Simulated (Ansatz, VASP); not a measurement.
# One calculation of Si3B2, two programs

Contents of INCAR:

```
SYSTEM = Si3B2
  ALGO = Normal
  EDIFF = 1E-6
  EDIFFG = -0.04
  ENCUT = 600
  GGA = PE
  IBRION = 2
  ISIF = 3
  ISMEAR = 0
  LASPH = .TRUE.
  LCHARG = .FALSE.
  LREAL = .FALSE.
  LWAVE = .FALSE.
  NELM = 100
  NSW = 90
  PREC = Accurate
  SIGMA = 0.1
```

The input KPOINTS:

```
k-points
0
G
  6 6 4
  0 0 0
```

The input POSCAR:

```
Si3B2
1.0
    4.9176221900      0.0000000000      0.0000000000
   -2.4588110900      4.2587857400      0.0000000000
    0.0000000000      0.0000000000      4.8506258300
Si B
6 4
Direct
    0.8216695400      0.1783304600      0.5000000000
    0.8216695400      0.6433390800      0.5000000000
    0.3566609200      0.1783304600      0.5000000000
    0.1783304600      0.8216695400      0.5000000000
    0.1783304600      0.3566609200      0.5000000000
    0.6433390800      0.8216695400      0.5000000000
    0.5000000000      0.0000000000      0.5000000000
    0.0000000000      0.5000000000      0.5000000000
    0.5000000000      0.5000000000      0.5000000000
    0.0000000000      0.0000000000      0.5000000000
```

Input for Ansatz:

```yaml
crystal:
  lattice:
    - [4.91762219, 0.0, 0.0]
    - [-2.45881109, 4.25878574, 0.0]
    - [0.0, 0.0, 4.85062583]
  atoms:
    - { symbol: Si, position: [0.82166954, 0.17833046, 0.5] }
    - { symbol: Si, position: [0.82166954, 0.64333908, 0.5] }
    - { symbol: Si, position: [0.35666092, 0.17833046, 0.5] }
    - { symbol: Si, position: [0.17833046, 0.82166954, 0.5] }
    - { symbol: Si, position: [0.17833046, 0.35666092, 0.5] }
    - { symbol: Si, position: [0.64333908, 0.82166954, 0.5] }
    - { symbol: B, position: [0.5, 0.0, 0.5] }
    - { symbol: B, position: [0.0, 0.5, 0.5] }
    - { symbol: B, position: [0.5, 0.5, 0.5] }
    - { symbol: B, position: [0.0, 0.0, 0.5] }
basis:
  ecutwfc: 420
kpoints:
  mp_grid: { grid: [6, 6, 4] }
hamiltonian:
  xc: pbe
scf:
  occupations: { method: gaussian, width: 0.1 }
  lower_state_search: "off"
output:
  forces: true
  stress: true
  eigenvalues: true
relax:
  adjacent_minimum: "off"
  f_tol: 0.04
  max_steps: 70
  cell: { stress_tol: 0.4 }
```

Alike in both runs: task relaxation of cell and atoms; functional PBE; k mesh 6 × 6 × 4; occupations gaussian, width 0.1 eV; no spin polarisation.

|  | VASP | Ansatz |
| --- | --- | --- |
| version | VASP 6.6.1 | Ansatz 0.2.0 |
| potentials or method | VASP PAW PBE potentials, release 64 (Si, B), cutoff 600 eV | scalar-relativistic, plane waves, PAW |
| valence electrons in the cell | 36 | 36 |

Ansatz gave:

* gap on the k mesh at the Fermi level, each at its own relaxed structure (eV): none
* relaxed volume (Å³/atom): 12.59
* relaxed cell length with the largest relative difference (Å): 7.491

**Question.** Estimate VASP's values.

**Answer.** gap on the k mesh at the Fermi level, each at its own relaxed structure (eV): none; relaxed volume (Å³/atom): 12.51; relaxed cell length with the largest relative difference (Å): 7.474.

A gap of «none» marks a metal or a gap that the smearing closes.

Noted on VASP's run: the volume moved by over 15 % at a fixed basis, so the end points are rough.
